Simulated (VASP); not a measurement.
Input of a VASP 6.6.1 run:

Contents of INCAR:

```
PREC = Accurate
ENCUT = 520
EDIFF = 1E-6
ISMEAR = 0
SIGMA = 0.15
LREAL = F
LASPH = T
NELM = 150
ALGO = Normal
ISIF = 2
LWAVE = F
LCHARG = F
ISPIN = 2
MAGMOM = 0.25
LORBIT = 11
NUPDOWN = 0.25
LMAXMIX = 4
GGA = CA
NBANDS = 15
```

Contents of KPOINTS:

```
regular mesh
0
Gamma
  24 24 24
```

Contents of POSCAR:

```
Ni
1.0
    0.0000000000      1.8092629499      1.8092629499
    1.8092629499      0.0000000000      1.8092629499
    1.8092629499      1.8092629499      0.0000000000
Ni
1
Direct
    0.0000000000      0.0000000000      0.0000000000
```

Potentials or basis: VASP PAW LDA potentials, release 64 (Ni).

Run with:

```console
$ cat potpaw_LDA.64/Ni/POTCAR > POTCAR
$ mpirun -np 1 vasp_std > vasp.out
```

Problem. Predict the pressure.

Solution. -28.5 GPa.

Caveat: the cell stands under tension; the total moment is fixed, so each spin has its own Fermi level and the state may be an excited one.
